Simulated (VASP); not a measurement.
# Rb (Im-3m) in VASP: further runs

Rb is run at these levels: PBEsol; tasks: single point.

Program: VASP 6.6.1. These are calculated values, not measurements. Logs are shortened: lines on timing, memory, paths and dates and some standing lists are left out, and cuts for length are marked.

### Step 1. The cell of the first run

The structure is cubic, space group Im-3m (No. 229). Conventional cell: a = 5.605 Å, b = 5.605 Å, c = 5.605 Å, α = 90.00°, β = 90.00°, γ = 90.00°.

### Step 2. Single point, PBEsol

Input file INCAR:

```
SYSTEM = Rb
PREC = Accurate
ENCUT = 520
EDIFF = 1E-6
ISMEAR = 0
SIGMA = 0.1
LREAL = .FALSE.
LASPH = .TRUE.
NELM = 60
ALGO = Normal
ISIF = 2
LWAVE = .FALSE.
LCHARG = .FALSE.
GGA = PS
NBANDS = 10
```

Input file KPOINTS:

```
Automatic mesh
0
G
  4 4 4
  0 0 0
```

Input file POSCAR:

```
Rb
1.0
   -2.8025000000      2.8025000000      2.8025000000
    2.8025000000     -2.8025000000      2.8025000000
    2.8025000000      2.8025000000     -2.8025000000
Rb
1
Direct
    0.0000000000      0.0000000000      0.0000000000
```

Potentials or basis: VASP PAW PBE potentials, release 64 (Rb_sv).

The run is started by

```
$ cat potpaw_PBE.64/Rb_sv/POTCAR > POTCAR
$ mpirun -np 1 vasp_std > vasp.out
```

OUTCAR:

```text
SYSTEM = Rb
   PREC = Accurate
   ENCUT = 520
   EDIFF = 1E-6
   ISMEAR = 0
   LREAL = .FALSE.
   LASPH = .TRUE.
   NELM = 60
   ISIF = 2
   GGA = PS

 ion  position               nearest neighbor table
   1  0.000  0.000  0.000-

  LATTYP: Found a body centered cubic cell.
 ALAT       =     5.6050000000

  Lattice vectors:

 A1 = (  -2.8025000000,   2.8025000000,   2.8025000000)
 A2 = (   2.8025000000,  -2.8025000000,   2.8025000000)
 A3 = (   2.8025000000,   2.8025000000,  -2.8025000000)

Analysis of symmetry for initial positions (statically):
=====================================================================
 Subroutine PRICEL returns:
 Original cell was already a primitive cell.

 Routine SETGRP: Setting up the symmetry group for a
 body centered cubic supercell.

 Subroutine GETGRP returns: Found 48 space group operations
 (whereof 48 operations were pure point group operations)
 out of a pool of 48 trial point group operations.

The static configuration has the point symmetry O_h .

Analysis of symmetry for dynamics (positions and initial velocities):
=====================================================================
 Subroutine PRICEL returns:
 Original cell was already a primitive cell.

 Routine SETGRP: Setting up the symmetry group for a
 body centered cubic supercell.

 Subroutine GETGRP returns: Found 48 space group operations
 (whereof 48 operations were pure point group operations)
 out of a pool of 48 trial point group operations.

The dynamic configuration has the point symmetry O_h .

 Subroutine INISYM returns: Found 48 space group operations
 (whereof 48 operations are pure point group operations),
 and found     1 'primitive' translations

----------------------------------------------------------------------------------------

                                     Primitive cell

  volume of cell :      88.0434

  direct lattice vectors                    reciprocal lattice vectors
    -2.802500000  2.802500000  2.802500000     0.000000000  0.178412132  0.178412132
     2.802500000 -2.802500000  2.802500000     0.178412132  0.000000000  0.178412132
     2.802500000  2.802500000 -2.802500000     0.178412132  0.178412132  0.000000000

  length of vectors
     4.854072388  4.854072388  4.854072388     0.252312857  0.252312857  0.252312857

  position of ions in fractional coordinates (direct lattice)
     0.000000000  0.000000000  0.000000000

  ion indices of the primitive-cell ions
   primitive index   ion index
                 1           1

----------------------------------------------------------------------------------------

 KPOINTS: Automatic mesh

Automatic generation of k-mesh.
 Grid dimensions read from file:
 generate k-points for:    4    4    4

 Generating k-lattice:

  Cartesian coordinates                     Fractional coordinates (reciprocal lattice)
     0.000000000  0.044603033  0.044603033     0.250000000  0.000000000  0.000000000
     0.044603033  0.000000000  0.044603033     0.000000000  0.250000000  0.000000000
     0.044603033  0.044603033  0.000000000     0.000000000  0.000000000  0.250000000

  Length of vectors
     0.063078214  0.063078214  0.063078214

  Shift w.r.t. Gamma in fractional coordinates (k-lattice)
     0.000000000  0.000000000  0.000000000

 Subroutine IBZKPT returns following result:
 ===========================================

 Found      8 irreducible k-points:

 Following reciprocal coordinates:
            Coordinates               Weight
  0.000000  0.000000  0.000000      1.000000
  0.250000  0.000000  0.000000     12.000000
  0.500000  0.000000  0.000000      6.000000
  0.250000  0.250000  0.000000     24.000000
  0.250000  0.250000  0.250000      2.000000
 -0.250000  0.250000  0.250000      6.000000
  0.500000  0.500000  0.250000     12.000000
  0.500000  0.500000  0.500000      1.000000
   k-points           NKPTS =      8   k-points in BZ     NKDIM =      8   number of bands    NBANDS=     10
   number of dos      NEDOS =    301   number of ions     NIONS =      1
   total plane-waves  NPLWV =  46656
   dimension x,y,z NGX =    36 NGY =   36 NGZ =   36
   dimension x,y,z NGXF=    72 NGYF=   72 NGZF=   72
   ions per type =               1
   NGX,Y,Z   is equivalent  to a cutoff of  12.33, 12.33, 12.33 a.u.
   NGXF,Y,Z  is equivalent  to a cutoff of  24.66, 24.66, 24.66 a.u.
 SYSTEM =  Rb
   PREC   = accura    normal or accurate (medium, high low for compatibility)
   ISTART =      0    job   : 0-new  1-cont  2-samecut
   ICHARG =      2    charge: 1-file 2-atom 10-const
   ISPIN  =      1    spin polarized calculation?
   LNONCOLLINEAR =      F non collinear calculations
   LSORBIT =      F    spin-orbit coupling
   LASPH  =      T    aspherical Exc in radial PAW
   ENCUT  =  520.0 eV  38.22 Ry    6.18 a.u.   9.03  9.03  9.03*2*pi/ulx,y,z
   NELM   =     60;   NELMIN=  2; NELMDL= -5     # of ELM steps
   EDIFF  = 0.1E-05   stopping-criterion for ELM
   LREAL  =      F    real-space projection
   EDIFFG = 0.1E-04   stopping-criterion for IOM
   NSW    =      0    number of steps for IOM
   IBRION =     -1    ionic relax: 0-MD 1-quasi-New 2-CG
   NFREE  =      0    steps in history (QN), initial steepest desc. (CG)
   ISIF   =      2    stress and relaxation
   ISYM   =      2    0-nonsym 1-usesym 2-fastsym
   POTIM  = 0.5000    time-step for ionic-motion
   TEBEG  =    0.0;   TEEND  =   0.0 temperature during run
   PSTRESS=    0.0 pullay stress
   NELECT =       9.0000    total number of electrons
   NUPDOWN=      -1.0000    fix difference up-down
   EMIN   =  10.00;   EMAX   =-10.00  energy-range for DOS
   EFERMI =   0.00;   METHOD = LEGACY
   ISMEAR =     0;   SIGMA  =   0.10  broadening in eV -4-tet -1-fermi 0-gaus
   EFERMI_NEDOS =   21; number of points for ismear=-14 and -15
   IALGO  =     38    algorithm
   IMIX   =      4    mixing-type and parameters
     AMIX     =   0.40;   BMIX     =  1.00
     AMIX_MAG =   1.60;   BMIX_MAG =  1.00
  volume/ion in A,a.u.               =      88.04       594.15
  Fermi-wavevector in a.u.,A,eV,Ry     =   0.765462  1.446513  7.972081  0.585931
  Thomas-Fermi vector in A             =   1.865587
   LORBIT       =      0    0 simple, 1 ext, 2 COOP (PROOUT), +10 PAW based schemes
   GGA     = PS    functional components
   LHFCALC =     F    Hartree Fock is set to
   AEXX    =    0.0000 exact exchange contribution
   IVDW    =     0    specifies the selected vdW correction
   LEPSILON=     F    determine dielectric tensor
   LRPA    =     F    only Hartree local field effects (RPA)
 non-spin polarized calculation
 Gauss-broadening in eV      SIGMA  =   0.10
  energy-cutoff  :      520.00
  volume of cell :       88.04
 maximum number of plane-waves:      2390
   NGX = 19   NGY = 19   NGZ = 19

 number of electron       9.0000000 magnetization

 Free energy of the ion-electron system (eV)
  ---------------------------------------------------
  ext. energy  EPLUGINS =         0.00000000
  ---------------------------------------------------
  free energy    TOTEN  =        -0.97021566 eV

  energy without entropy =       -0.94915827  energy(sigma->0) =       -0.95968697

 E-fermi :   0.0069     XC(G=0):  -5.6037

 val. band max:       -0.0004837247   @ k =   0.2500   0.2500   0.0000
 cond. band min:       0.2486160980   @ k =   0.5000   0.0000   0.0000
 fundamental gap:      0.2490998226
 Fermi energy:         0.0069009439

 k-point     1 :       0.0000    0.0000    0.0000
  band No.  band energies     occupation
      1     -28.8179      2.00000
      2     -12.8619      2.00000
      3     -12.8619      2.00000
      4     -12.8619      2.00000
      5      -2.0003      2.00000
      6       3.7309      0.00000
      7       3.7309      0.00000
      8       3.7309      0.00000
      9       4.7002      0.00000
     10       4.7002      0.00000

 k-point     2 :       0.2500    0.0000    0.0000
  band No.  band energies     occupation
      1     -28.8154      2.00000
      2     -12.9168      2.00000
      3     -12.8799      2.00000
      4     -12.8619      2.00000
      5      -1.2716      2.00000
      6       2.5026      0.00000
      7       3.0505      0.00000
      8       4.4241      0.00000
      9       4.5164      0.00000
     10       4.6167      0.00000

 k-point     3 :       0.5000    0.0000    0.0000
  band No.  band energies     occupation
      1     -28.8129      2.00000
      2     -12.9700      2.00000
      3     -12.8978      2.00000
      4     -12.8619      2.00000
      5       0.2486      0.00063
      6       0.8224      0.00000
      7       2.6108      0.00000
      8       4.3509      0.00000
      9       5.2754      0.00000
     10       5.3371      0.00000

 k-point     4 :       0.2500    0.2500    0.0000
  band No.  band energies     occupation
      1     -28.8129      2.00000
      2     -12.9502      2.00000
      3     -12.9071      2.00000
      4     -12.8730      2.00000
      5      -0.0005      1.08318
      6       1.6177      0.00000
      7       2.0466      0.00000
      8       4.3025      0.00000
      9       4.5275      0.00000
     10       5.3579      0.00000

 k-point     5 :       0.2500    0.2500    0.2500
  band No.  band energies     occupation
      1     -28.8127      2.00000
      2     -12.9148      2.00000
      3     -12.9148      2.00000
      4     -12.9148      2.00000
      5       1.3269      0.00000
      6       1.3269      0.00000
      7       1.3269      0.00000
      8       2.7005      0.00000
      9       5.4486      0.00000
     10       5.4486      0.00000

 k-point     6 :      -0.2500    0.2500    0.2500
  band No.  band energies     occupation
      1     -28.8132      2.00000
      2     -12.9184      2.00000
      3     -12.8993      2.00000
      4     -12.8993      2.00000
      5      -0.6000      2.00000
      6       2.3574      0.00000
      7       3.0995      0.00000
      8       3.0995      0.00000
      9       4.5472      0.00000
     10       4.6365      0.00000

 k-point     7 :       0.5000    0.5000    0.2500
  band No.  band energies     occupation
      1     -28.8110      2.00000
      2     -12.9546      2.00000
      3     -12.9186      2.00000
      4     -12.9010      2.00000
      5       0.9428      0.00000
      6       0.9831      0.00000
      7       2.7296      0.00000
      8       2.9660      0.00000
      9       4.3361      0.00000
     10       6.0275      0.00000

 k-point     8 :       0.5000    0.5000    0.5000
  band No.  band energies     occupation
      1     -28.8090      2.00000
      2     -12.9392      2.00000
      3     -12.9392      2.00000
      4     -12.9392      2.00000
      5       1.2619      0.00000
      6       1.2619      0.00000
      7       3.3462      0.00000
      8       3.3462      0.00000
      9       3.3462      0.00000
     10       4.9979      0.00000

------------------------ aborting loop because EDIFF is reached ----------------------------------------

  FORCE on cell =-STRESS in cart. coord.  units (eV):
  Direction    XX          YY          ZZ          XY          YZ          ZX
  --------------------------------------------------------------------------------------
  -------------------------------------------------------------------------------------
  Total        0.0186663      0.0186663      0.0186663     -0.0000000      0.0000000     -0.0000000
  in kB        0.3396822      0.3396822      0.3396822     -0.0000000      0.0000000     -0.0000000
  external PRESSURE =       0.3396822 kB  Pullay stress =       0.0000000 kB

 VOLUME and BASIS-vectors are now :
 -----------------------------------------------------------------------------
  energy-cutoff  :      520.00
  volume of cell :       88.04
      direct lattice vectors                 reciprocal lattice vectors
    -2.802500000  2.802500000  2.802500000     0.000000000  0.178412132  0.178412132
     2.802500000 -2.802500000  2.802500000     0.178412132  0.000000000  0.178412132
     2.802500000  2.802500000 -2.802500000     0.178412132  0.178412132  0.000000000

 POSITION                                       TOTAL-FORCE (eV/Angst)
 -----------------------------------------------------------------------------------
      0.00000      0.00000      0.00000         0.000000      0.000000      0.000000
 -----------------------------------------------------------------------------------
    total drift:                               -0.000000     -0.000000      0.000000

  FREE ENERGIE OF THE ION-ELECTRON SYSTEM (eV)
  ---------------------------------------------------
  free  energy   TOTEN  =        -0.9702156630 eV

  energy  without entropy=       -0.9491582709  energy(sigma->0) =       -0.95968697
```

It took 14 s on 1 thread of AMD EPYC 7R13, shared host; peak memory 0.16 GiB.

What came out:

| Quantity | Value |
| --- | --- |
| Free energy | -0.9702 eV |
| Pressure | 0.0 GPa |
| Band gap on the k mesh | zero (an odd number of electrons rules out a gap without spin polarisation) |

Levels at points of the mesh, in eV from the Fermi level:
| k point | band 1 | band 2 | band 3 | band 4 | band 5 | band 6 | band 7 | band 8 | band 9 |
| --- | --- | --- | --- | --- | --- | --- | --- | --- | --- |
| (0.00, 0.00, 0.00) | -28.82 | -12.87 | -12.87 | -12.87 | -2.01 | 3.72 | 3.72 | 3.72 | 4.69 |
| (0.50, 0.00, 0.00) | -28.82 | -12.98 | -12.90 | -12.87 | 0.24 | 0.82 | 2.60 | 4.34 | 5.27 |
| (0.50, 0.50, 0.50) | -28.82 | -12.95 | -12.95 | -12.95 | 1.25 | 1.25 | 3.34 | 3.34 | 3.34 |

Caveat: the k points lie up to 0.40 Å⁻¹ apart, too coarse for converged energies and pressures of a metal; the PAW data sets were made with another functional, which shifts forces and pressure a little.

(Continued in part 2 of 2.)
